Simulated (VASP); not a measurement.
Write the native input for VASP 6.6.1 that does the following.

- Task: single point
- Functional: PBE
- Potentials or basis: VASP PAW PBE potentials, release 64 (Sn_d, Se)
- Cutoff: 520 eV
- k mesh: 6 × 6 × 2
- Occupations: gaussian, width 0.01 eV
- Spin: no spin polarisation
- Dipole correction: no
- Further INCAR settings: ALGO = Normal; EDIFF = 1e-06; NBANDS = 20

The structure of SnSe2 lies in POSCAR:

```
SnSe2
1.0
    3.9399038097      0.0000000000      0.0000000000
   -1.9699519049      3.4120567877      0.0000000000
    0.0000000000      0.0000000000      6.4138914363
Sn Se
1 2
Direct
    0.0000000000      0.0000000000      0.0000000000
    0.3333333333      0.6666666667      0.2408456110
    0.6666666667      0.3333333333      0.7591543890
```

This cell differs from its parent crystal: strain +3.0%.

These files were run (other wordings do the same):

INCAR

```
SYSTEM = SnSe2
PREC = Accurate ; ENCUT = 520
EDIFF = 1E-6 ; ISMEAR = 0
SIGMA = 0.01 ; LREAL = .FALSE.
LASPH = .TRUE. ; NELM = 80
ALGO = Normal ; ISIF = 2
LWAVE = .FALSE. ; LCHARG = .TRUE.
GGA = PE ; LELF = .TRUE.
LVHAR = .TRUE. ; NBANDS = 20
```

KPOINTS

```
Automatic mesh
0
G
  6 6 2
  0 0 0
```

Potentials or basis: VASP PAW PBE potentials, release 64 (Sn_d, Se).

The run is started by

```sh
$ cat potpaw_PBE.64/Sn_d/POTCAR potpaw_PBE.64/Se/POTCAR > POTCAR
$ mpirun -np 1 vasp_std > vasp.out
```

It gave:

* Pressure: -0.1 GPa
* Largest force: 0.236 eV/Å
* Band gap on the k mesh: 0.77 eV, direct

Caveat: the k points lie up to 0.49 Å⁻¹ apart; the cell differs from its parent crystal (strain +3.0%); spin-orbit coupling is left out, which moves the levels of the heavy elements; this functional lacks dispersion, which binds the layers, so the pressure and a relaxed spacing across them are unreliable.

It took 20 s on 1 thread of Intel(R) Xeon(R) Platinum 8488C (Sapphire Rapids), with other jobs on the host, peak memory 0.19 GiB.
